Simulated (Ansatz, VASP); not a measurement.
One calculation of ScAl3, two programs

The input INCAR:

```
SYSTEM = ScAl3
PREC = Accurate ; ENCUT = 520
EDIFF = 1E-6 ; ISMEAR = 0
SIGMA = 0.1 ; LREAL = .FALSE.
LASPH = .TRUE. ; NELM = 100
ALGO = Normal ; ISIF = 2
LWAVE = .FALSE. ; LCHARG = .TRUE.
GGA = PS ; LELF = .TRUE.
LVHAR = .TRUE. ; NBANDS = 18
```

File KPOINTS:

```
Automatic mesh
0
G
  10 10 10
  0 0 0
```

POSCAR

```
ScAl3
1.0
    4.2027206056      0.0000000000      0.0000000000
    0.0000000000      4.2027206056      0.0000000000
    0.0000000000      0.0000000000      4.2027206056
Sc Al
1 3
Direct
    0.0000000000      0.0000000000      0.0000000000
    0.5000000000      0.0000000000      0.5000000000
    0.0000000000      0.5000000000      0.5000000000
    0.5000000000      0.5000000000      0.0000000000
```

Input for Ansatz:

```yaml
crystal:
  lattice:
    - [4.2027206056, 0.0, 0.0]
    - [0.0, 4.2027206056, 0.0]
    - [0.0, 0.0, 4.2027206056]
  atoms:
    - { symbol: Sc, position: [0.0, 0.0, 0.0] }
    - { symbol: Al, position: [0.5, 0.0, 0.5] }
    - { symbol: Al, position: [0.0, 0.5, 0.5] }
    - { symbol: Al, position: [0.5, 0.5, 0.0] }
basis:
  ecutwfc: 420
kpoints:
  mp_grid: { grid: [10, 10, 10] }
hamiltonian:
  xc: pbesol
scf:
  occupations: { method: gaussian, width: 0.1 }
output:
  forces: true
  stress: true
  eigenvalues: true
```

Alike in both runs: task single point; functional PBEsol; k mesh 10 × 10 × 10; occupations gaussian, width 0.1 eV; no spin polarisation.

|  | VASP | Ansatz |
| --- | --- | --- |
| version | VASP 6.6.1 | Ansatz 0.2.0 |
| potentials or method | VASP PAW PBE potentials, release 64 (Sc_sv, Al), cutoff 520 eV | scalar-relativistic, plane waves, PAW |
| valence electrons in the cell | 20 | 20 |

Ansatz gave:

```
gap on the k mesh at the Fermi level (eV) : none
pressure (GPa)                            : -7.2
```

**Question.** Which values does VASP return?

**Answer.** gap on the k mesh at the Fermi level (eV): none; pressure (GPa): -7.1.

VASP's potentials were made for PBE, not for PBEsol. A gap of «none» marks a metal or a gap that the smearing closes.
